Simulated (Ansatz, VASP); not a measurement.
## Two plane-wave programs on MgO

```xyz
2
Lattice="0.0000 2.1160 2.1160 2.1160 0.0000 2.1160 2.1160 2.1160 0.0000" Properties=species:S:1:pos:R:3 pbc="T T T"
Mg    0.0000    0.0000    0.0000
O     2.1160    2.1160    2.1160
```

Alike in both runs: task single point; functional PBE; k mesh 9 × 9 × 9; occupations fermi-dirac, width 0.0005 eV; no spin polarisation.

|  | VASP | Ansatz |
| --- | --- | --- |
| version | VASP 6.6.1 | Ansatz 0.2.0 |
| potentials or method | VASP PAW PBE potentials, release 64 (Mg_sv, O), cutoff 840 eV | PAW, plane waves, scalar-relativistic |
| valence electrons in the cell | 16 | 16 |

```tsv
	VASP	Ansatz	Ansatz less VASP
pressure (GPa)	2.4	2.4	-0.08
```

The functional is the same, so the differences come from potentials, cutoffs and numerics.
